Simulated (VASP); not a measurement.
## Si2Br: relaxation of cell and atoms with PBE

The system is Si2Br.

```
Si Br
1.0
     5.26171    0.00000    0.00000
     0.00000    5.26171    0.00000
     0.00000    0.00000    7.14716
Si Br
4 2
Direct
  0.50000 0.00000 0.66724
  0.00000 0.50000 0.83276
  0.00000 0.50000 0.16724
  0.50000 0.00000 0.33276
  0.50000 0.50000 0.75000
  0.50000 0.50000 0.25000
```

The cell was generated, and may not be a known phase.

```json
{
  "Program": "VASP 6.6.1",
  "Task": "relaxation of cell and atoms",
  "Functional": "PBE",
  "Potentials or basis": "VASP PAW PBE potentials, release 64 (Si, Br)",
  "Cutoff": "600 eV",
  "k mesh": "8 × 8 × 6",
  "Occupations": "gaussian, width 0.1 eV",
  "Spin": "no spin polarisation",
  "Dipole correction": "no",
  "Further INCAR settings": "ALGO = Normal; EDIFF = 1e-06; IBRION = 2; EDIFFG = -0.01; NSW = 100; ISIF = 3"
}
```

```json
{
  "Pressure after relaxing": "0.0 GPa",
  "Largest force after relaxing": "0.005 eV/Å",
  "Band gap on the k mesh": "zero (bands 15 and 16 overlap by 1.21 eV)"
}
```

Forces on the atoms (eV/Å):
```
Si   0.000  0.000 -0.005
Si   0.000  0.000  0.005
Si   0.000  0.000 -0.005
Si   0.000  0.000  0.005
Br   0.000  0.000  0.000
Br   0.000  0.000  0.000
```

Final structure:
```yaml
crystal:
  lattice:
    - [5.26171, 0.00000, 0.00000]
    - [0.00000, 5.26171, 0.00000]
    - [0.00000, 0.00000, 7.14716]
  atoms:
    - { symbol: Si, position: [0.50000, 0.00000, 0.66724] }
    - { symbol: Si, position: [0.00000, 0.50000, 0.83276] }
    - { symbol: Si, position: [0.00000, 0.50000, 0.16724] }
    - { symbol: Si, position: [0.50000, 0.00000, 0.33276] }
    - { symbol: Br, position: [0.50000, 0.50000, 0.75000] }
    - { symbol: Br, position: [0.50000, 0.50000, 0.25000] }
```

Levels at points of the mesh, in eV from the Fermi level:
```tsv
k point	band 13	band 14	band 15	band 16	band 17	band 18
(0.00, 0.00, 0.00)	-0.91	-0.59	0.16	0.16	2.38	2.38
(0.50, 0.00, 0.00)	-0.62	-0.53	-0.35	0.70	0.71	1.74
(0.50, 0.50, 0.00)	-0.56	0.02	0.30	0.47	0.47	0.63
(0.00, 0.00, 0.50)	-0.25	-0.25	0.29	0.29	2.37	2.37
(0.50, 0.00, 0.50)	-0.39	-0.27	-0.19	0.72	0.91	1.47
(0.50, 0.50, 0.50)	-0.68	-0.68	0.89	0.89	0.91	0.91
```

Wall time 2.7 min on 1 thread of Intel(R) Xeon(R) Platinum 8488C (Sapphire Rapids), with other jobs on the host, peak memory 0.45 GiB.

Caveat: the relaxation stopped at its first step, so nothing moved.
